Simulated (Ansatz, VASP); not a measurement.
C in VASP and in Ansatz

```
CELL_PARAMETERS angstrom
0.00000 1.81654 1.79667
1.68410 0.00000 1.79667
1.68410 1.81654 0.00000
ATOMIC_POSITIONS crystal
C 0.50000 0.50000 0.50000
C 0.75000 0.75000 0.75000
```

Change from the starting cell: strain +e along x and -e along y -0.0375, strain +e along z and -e/2 along x and y +0.0175.

Alike in both runs: task single point; functional LDA; k mesh 12 × 12 × 12; occupations gaussian, width 0.05 eV; no spin polarisation.

|  | VASP | Ansatz |
| --- | --- | --- |
| version | VASP 6.6.1 | Ansatz 0.2.0 |
| potentials or method | VASP PAW LDA potentials, release 64 (C_h), cutoff 910 eV | scalar-relativistic, plane waves, PAW |
| valence electrons in the cell | 8 | 8 |

```tsv
	VASP	Ansatz	Ansatz less VASP
gap on the k mesh at the Fermi level (eV)	2.45	2.46	+0.009
least direct gap on the mesh (eV)	4.44	4.43	-0.003
```

Ansatz warns that its potentials were made for another functional, while VASP's fit it. LDA's correlation is that of Perdew and Zunger in VASP and of Perdew and Wang (1992) in Ansatz.

Noted on VASP's run: the cutoff is short for stress, so the pressure is rough.
